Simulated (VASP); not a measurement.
## Zn2B3: single point with PBE

Zn2B3:

```
CELL_PARAMETERS angstrom
2.93810 0.00000 0.00000
-1.46905 2.54447 0.00000
0.00000 0.00000 7.11452
ATOMIC_POSITIONS crystal
Zn 0.33333 0.66667 0.21684
Zn 0.66667 0.33333 0.78316
B 0.00000 0.00000 0.00000
B 0.33333 0.66667 0.51372
B 0.66667 0.33333 0.48628
```

```
Program                : VASP 6.6.1
Task                   : single point
Functional             : PBE
Potentials or basis    : VASP PAW PBE potentials, release 64 (Zn, B)
Cutoff                 : 520 eV
k mesh                 : 6 × 6 × 4
Occupations            : gaussian, width 0.1 eV
Spin                   : no spin polarisation
Dipole correction      : no
Further INCAR settings : ALGO = Normal; EDIFF = 1e-07; NBANDS = 24
```

| Quantity | Value |
| --- | --- |
| Pressure | 0.4 GPa |
| Largest force | 0.015 eV/Å |
| Band gap on the k mesh | zero (an odd number of electrons rules out a gap without spin polarisation) |

Forces in eV/Å, atoms in the order of the input:
```
Zn   0.000  0.000 -0.011
Zn   0.000  0.000  0.011
B    0.000  0.000  0.000
B    0.000  0.000  0.015
B    0.000  0.000 -0.015
```

Stress tensor (GPa, compression positive):
```
0.18 0.00 0.00
0.00 0.18 0.00
0.00 0.00 0.84
```

Levels at points of the mesh, in eV from the Fermi level:
```csv
k point,band 13,band 14,band 15,band 16,band 17,band 18,band 19,band 20,band 21,band 22
"(0.00, 0.00, 0.00)",-6.98,-2.45,1.37,1.58,1.58,4.51,4.51,8.91,8.91,9.15
"(0.50, 0.00, 0.00)",-4.51,-4.43,-2.63,-2.28,-1.08,2.43,3.10,4.11,5.66,6.01
"(0.00, 0.00, 0.50)",-5.97,-4.97,1.57,1.57,4.53,4.53,4.64,6.01,8.87,8.87
"(0.50, 0.00, 0.50)",-5.02,-4.55,-1.93,-1.01,-0.55,0.83,1.98,2.26,7.24,8.47
```

Wall time 20 s on 1 thread of Intel(R) Xeon(R) 6975P-C (Granite Rapids) (shared host), peak memory 0.18 GiB.

Caveat: the k points lie up to 0.41 Å⁻¹ apart, too coarse for converged energies and pressures of a metal.
